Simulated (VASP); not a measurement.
A run of VASP 6.6.1:

File INCAR:

```
SYSTEM = Te
  PREC = Accurate
  ENCUT = 500
  EDIFF = 1E-6
  ISMEAR = -1
  SIGMA = 0.001
  LREAL = .FALSE.
  LASPH = .TRUE.
  NELM = 120
  ALGO = Normal
  ISIF = 2
  LWAVE = .FALSE.
  LCHARG = .FALSE.
  GGA = PS
  NBANDS = 9
  GGA_COMPAT = .FALSE.
```

KPOINTS

```
regular mesh
0
G
  13 13 13
  0 0 0
```

Contents of POSCAR:

```
Te
1.0
    2.7700804550      0.0000000000      0.0000000000
    0.0000000000      2.7700804550      0.0000000000
    0.0000000000      0.0000000000      2.7700804550
Te
1
Direct
    0.0000000000      0.0000000000      0.0000000000
```

Potentials or basis: VASP PAW PBE potentials, release 64 (Te).

Launch:

```console
$ cat potpaw_PBE.64/Te/POTCAR > POTCAR
$ mpirun -np 1 vasp_std > vasp.out
```

Hardware: 1 thread of Intel Xeon 8259CL, on a shared host.

**Question.** Estimate the wall time of this run.

**Answer.** Run time: 16 s on 1 thread of Intel Xeon 8259CL, with other jobs on the host, peak memory 0.13 GiB. Counts: scf iterations 10, k points 84.
